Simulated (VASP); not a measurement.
Wanted: the native input for a VASP 6.6.1 run.

```yaml
Task: relaxation of cell and atoms
Functional: PBEsol
Potentials_or_basis: VASP PAW PBE potentials, release 64 (Zn)
Cutoff: 600 eV
k_mesh: 11 × 11 × 5
Occupations: methfessel-paxton, width 0.02 eV
Spin: no spin polarisation
Dipole_correction: no
Further_INCAR_settings: ALGO = Normal; EDIFF = 1e-06; IBRION = 2; EDIFFG = -0.01; NSW = 80; ISIF = 3
```

The structure of Zn lies in POSCAR:

```
Zn
1.0
    2.6700000000      0.0000000000      0.0000000000
   -1.3350000000      2.3122880000      0.0000000000
    0.0000000000      0.0000000000      4.9660000000
Zn
2
Direct
    0.3333333333      0.6666666667      0.2500000000
    0.6666666667      0.3333333333      0.7500000000
```

The input as run:

INCAR

```
SYSTEM = Zn
PREC     = Accurate       ! precision mode
ENCUT    = 600            ! plane-wave cutoff, eV
EDIFF    = 1E-6           ! SCF threshold, eV
ISMEAR   = 1              ! smearing method
SIGMA    = 0.02           ! smearing width, eV
LREAL    = .FALSE.        ! projectors in reciprocal space
LASPH    = .TRUE.         ! aspherical terms in the spheres
NELM     = 80             ! most SCF steps
ALGO     = Normal         ! electronic algorithm
ISIF     = 3              ! what is computed and relaxed
LWAVE    = .FALSE.        ! write WAVECAR
LCHARG   = .FALSE.        ! write CHGCAR
GGA      = PS             ! functional
IBRION   = 2              ! ionic algorithm
NSW      = 80             ! ionic steps
EDIFFG   = -0.01          ! ionic threshold
```

KPOINTS

```
Automatic mesh
0
G
  11 11 5
  0 0 0
```

Potentials or basis: VASP PAW PBE potentials, release 64 (Zn).

Launch:

```sh
$ cat potpaw_PBE.64/Zn/POTCAR > POTCAR
$ mpirun -np 1 vasp_std > vasp.out
```

It gave:

```json
{
 "Relaxed volume": "14.05 Å³/atom",
 "Relaxed cell": "a = 2.697 Å, b = 2.697 Å, c = 4.460 Å, α = 90.00°, β = 90.00°, γ = 120.00°",
 "Space group after relaxing (to 0.1 Å)": "P6_3/mmc (No. 194)",
 "Energy gained by relaxing": "36.1 meV/atom",
 "Ionic steps": "15",
 "Pressure after relaxing": "0.1 GPa",
 "Band gap on the k mesh": "zero (bands 12 and 13 overlap by 2.97 eV)"
}
```

Caveat: the PAW data sets were made with another functional, which shifts forces and pressure a little.

Wall time 110 s on 1 thread of Intel(R) Xeon(R) Platinum 8488C (Sapphire Rapids), on a shared host, peak memory 0.18 GiB.
